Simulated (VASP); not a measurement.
# LaSc (Pm-3m) in VASP: notebook, part 2 of 2

VASP 6.6.1. The steps go on from the part before.

## Step 3: Vibrations by perturbation theory, PBE

This run uses another cell than the first one, of 30.99 Å³/atom.

The input, INCAR:

```
SYSTEM = LaSc
PREC = Accurate
ENCUT = 520
EDIFF = 1E-8
ISMEAR = -1
SIGMA = 0.15
LREAL = .False.
LASPH = .True.
NELM = 80
ALGO = Normal
ISIF = 2
LWAVE = .False.
LCHARG = .False.
GGA = PE
IBRION = 8
NSW = 1
```

The input, KPOINTS:

```
regular mesh
0
Gamma
  14 14 14
  0 0 0
```

The input, POSCAR:

```
LaSc
1.0
    3.9575680207      0.0000000000      0.0000000000
    0.0000000000      3.9575680207      0.0000000000
    0.0000000000      0.0000000000      3.9575680207
La Sc
1 1
Direct
    0.0000000000      0.0000000000      0.0000000000
    0.5000000000      0.5000000000      0.5000000000
```

Potentials or basis: VASP PAW PBE potentials, release 64 (La, Sc_sv).

Command:

```console
> cat potpaw_PBE.64/La/POTCAR potpaw_PBE.64/Sc_sv/POTCAR > POTCAR
> mpirun -np 1 vasp_std > vasp.out
```

OUTCAR:

```text
SYSTEM = LaSc
   PREC = Accurate
   ENCUT = 520
   EDIFF = 1E-8
   ISMEAR = -1
   LREAL = .False.
   LASPH = .True.
   NELM = 80
   ISIF = 2
   GGA = PE
   IBRION = 8
   NSW = 1

 ion  position               nearest neighbor table
   1  0.000  0.000  0.000-   2 3.43   2 3.43   2 3.43   2 3.43   2 3.43   2 3.43   2 3.43   2 3.43

   2  0.500  0.500  0.500-   1 3.43   1 3.43   1 3.43   1 3.43   1 3.43   1 3.43   1 3.43   1 3.43

  LATTYP: Found a simple cubic cell.
 ALAT       =     3.9575680207

  Lattice vectors:

 A1 = (   3.9575680207,   0.0000000000,   0.0000000000)
 A2 = (   0.0000000000,   3.9575680207,   0.0000000000)
 A3 = (   0.0000000000,   0.0000000000,   3.9575680207)

Analysis of symmetry for initial positions (statically):
=====================================================================
 Subroutine PRICEL returns:
 Original cell was already a primitive cell.

 Routine SETGRP: Setting up the symmetry group for a
 simple cubic supercell.

 Subroutine GETGRP returns: Found 48 space group operations
 (whereof 48 operations were pure point group operations)
 out of a pool of 48 trial point group operations.

The static configuration has the point symmetry O_h .

Analysis of symmetry for dynamics (positions and initial velocities):
=====================================================================
 Subroutine PRICEL returns:
 Original cell was already a primitive cell.

 Routine SETGRP: Setting up the symmetry group for a
 simple cubic supercell.

 Subroutine GETGRP returns: Found 48 space group operations
 (whereof 48 operations were pure point group operations)
 out of a pool of 48 trial point group operations.

The dynamic configuration has the point symmetry O_h .
[... 614 lines left out ...]
    total drift:                                0.000000      0.000000      0.000000

  FREE ENERGIE OF THE ION-ELECTRON SYSTEM (eV)
  ---------------------------------------------------
  free  energy   TOTEN  =       -11.1174979600 eV

  energy  without entropy=      -10.8932168283  energy(sigma->0) =      -11.00535739

[... ionic steps 2 to 3 ...]

--------------------------------------- Ionic step        4  -------------------------------------------

------------------------ aborting loop because EDIFF is reached ----------------------------------------

[... ionic steps 5 to 6 ...]

--------------------------------------- Ionic step        7  -------------------------------------------

 Free energy of the ion-electron system (eV)
  ---------------------------------------------------
  ---------------------------------------------------
  free energy    TOTEN  =        -0.76875986 eV

  energy without entropy =       -0.76875986

------------------------ aborting loop because EDIFF is reached ----------------------------------------

 INTERNAL STRAIN TENSOR  FOR ION    2  DIRECTION 1   (eV/Angst):
 -----------------------------------------------------------------------------
     0.02603  0.00000 -0.00000
     0.00000 -0.00952 -0.00000
     0.00000 -0.00000 -0.00952

 INTERNAL STRAIN TENSOR FOR ION    2 for displacements in x,y,z  (eV/Angst):
          X           Y           Z          XY          YZ          ZX
  --------------------------------------------------------------------------------
  x     0.00000     0.00000     0.00000     0.00000     0.00000     0.00000
  y     0.00000     0.00000     0.00000     0.00000     0.00000     0.00000
  z     0.00000     0.00000     0.00000     0.00000     0.00000     0.00000

 SECOND DERIVATIVES (NOT SYMMETRIZED)
 ------------------------------------
               1X          1Y          1Z          2X          2Y          2Z
  1X    -3.305544    0.000000    0.000000    3.305544   -0.000000    0.000000
  1Y     0.000000   -3.305544    0.000000    0.000000    3.305544   -0.000000
  1Z     0.000000    0.000000   -3.305544   -0.000000    0.000000    3.305544
  2X     3.297261    0.000000    0.000000   -3.297261   -0.000000   -0.000000
  2Y     0.000000    3.297261    0.000000   -0.000000   -3.297261    0.000000
  2Z     0.000000    0.000000    3.297261    0.000000   -0.000000   -3.297261

 Eigenvectors and eigenvalues of the dynamical matrix
 ----------------------------------------------------

   1 f  =    4.872532 THz    30.615024 2PiTHz  162.530184 cm-1    20.151166 meV
             X         Y         Z           dx          dy          dz
      0.000000  0.000000  0.000000    -0.494956    0.000000    0.000000
      1.978784  1.978784  1.978784     0.868918    0.000000    0.000000
[... 21 lines left out ...]
   6 f/i=    0.002629 THz     0.016517 2PiTHz    0.087686 cm-1     0.010872 meV
             X         Y         Z           dx          dy          dz
      0.000000  0.000000  0.000000     0.000000    0.000000   -0.868918
      1.978784  1.978784  1.978784     0.000000    0.000000   -0.494956

--------------------------------------------------------------------------------------------------------

 ELASTIC MODULI CONTR FROM IONIC RELAXATION (kBar)
 Direction    XX          YY          ZZ          XY          YZ          ZX
 --------------------------------------------------------------------------------
 XX           0.0000      0.0000      0.0000      0.0000      0.0000      0.0000
 YY           0.0000      0.0000      0.0000      0.0000      0.0000      0.0000
 ZZ           0.0000      0.0000      0.0000      0.0000      0.0000      0.0000
 XY           0.0000      0.0000      0.0000      0.0000      0.0000      0.0000
 YZ           0.0000      0.0000      0.0000      0.0000      0.0000      0.0000
 ZX           0.0000      0.0000      0.0000      0.0000      0.0000      0.0000
 --------------------------------------------------------------------------------
```

OSZICAR:

```text
N       E                     dE             d eps       ncg     rms          rms(c)
DAV:   1     0.317137589738E+03    0.31714E+03   -0.90849E+03  3632   0.198E+03
DAV:   2     0.146856977752E+02   -0.30245E+03   -0.29924E+03  5504   0.474E+02
DAV:   3    -0.105255575127E+02   -0.25211E+02   -0.24168E+02  5710   0.162E+02
DAV:   4    -0.128832915464E+02   -0.23577E+01   -0.22512E+01  6908   0.409E+01
[... 70 lines left out ...]
RMM:  17    -0.768759823709E+00   -0.31363E-06   -0.45238E-07 20064   0.153E-03    0.152E-05
RMM:  18    -0.768759811573E+00    0.12137E-07   -0.30979E-07 20293   0.127E-03    0.168E-05
RMM:  19    -0.768759858772E+00   -0.47199E-07   -0.20092E-07 20323   0.117E-03    0.654E-06
RMM:  20    -0.768759853433E+00    0.53388E-08   -0.14474E-07 21768   0.108E-03    0.793E-06
RMM:  21    -0.768759857955E+00   -0.45218E-08   -0.93634E-08 20828   0.102E-03    0.167E-05
 Linear response finished
```

Wall time 18 min (1 thread of Intel Xeon 6975P-C (Granite Rapids), shared host); peak memory 0.75 GiB.

What came out:

- Highest phonon frequency at Γ: 163 cm⁻¹

Phonon frequencies in cm⁻¹ (negative: imaginary):
```tsv
q point	frequencies
(0.000, 0.000, 0.000)	0 0 0 163 163 163
```

Caveat: spin-orbit coupling is left out, which moves the levels of the heavy elements.
